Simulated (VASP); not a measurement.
The system is CdSe.

```xyz
2
Lattice="0.0000 3.0182 3.0182 3.0182 0.0000 3.0182 3.0182 3.0182 0.0000" Properties=species:S:1:pos:R:3 pbc="T T T"
Cd    0.0000    0.0000    0.0000
Se    1.5091    1.5091    1.5091
```

- Program: VASP 6.6.1
- Task: relaxation of cell and atoms
- Functional: r2SCAN
- Potentials or basis: VASP PAW PBE potentials, release 64 (Cd, Se)
- Cutoff: 720 eV
- k mesh: 8 × 8 × 8
- Occupations: gaussian, width 0.03 eV
- Spin: non-collinear spin, zero start, spin-orbit coupling
- Starting moments: [[0.0, 0.0, 0.0], [0.0, 0.0, 0.0]] μB

At the start: pressure 3.0 GPa; volume 27.50 Å³/atom.

Task: How do energy, volume and symmetry change on relaxing?

Result: Over 6 steps the energy falls by 13.3 meV/atom and the volume is 28.96 Å³/atom (+5.3 %); space group F-43m (No. 216, to 0.1 Å) before and after; moment 0.00 μB per cell.

Step by step:
```
step  energy change (eV)  largest force (eV/Å)  pressure (GPa)  volume (Å³)
   1              0.0000                0.0000            3.02        54.99
   2             -0.0215                0.0000           -1.10        59.22
   3             -0.0262                0.0000            0.01        57.90
   4             -0.0266                0.0000            0.02        57.90
   5             -0.0266                0.0000           -0.01        57.93
   6             -0.0266                0.0000           -0.01        57.93
```

Final structure:
```
Cd Se
1.0
     0.00000    3.07103    3.07103
     3.07103    0.00000    3.07103
     3.07103    3.07103    0.00000
Cd Se
1 1
Direct
  0.00000 0.00000 0.00000
  0.25000 0.25000 0.25000
```

Where two steps share one volume, the run began anew on that cell with a basis built for it.

Caveat: the PAW data sets were made with another functional, which shifts forces and pressure a little.
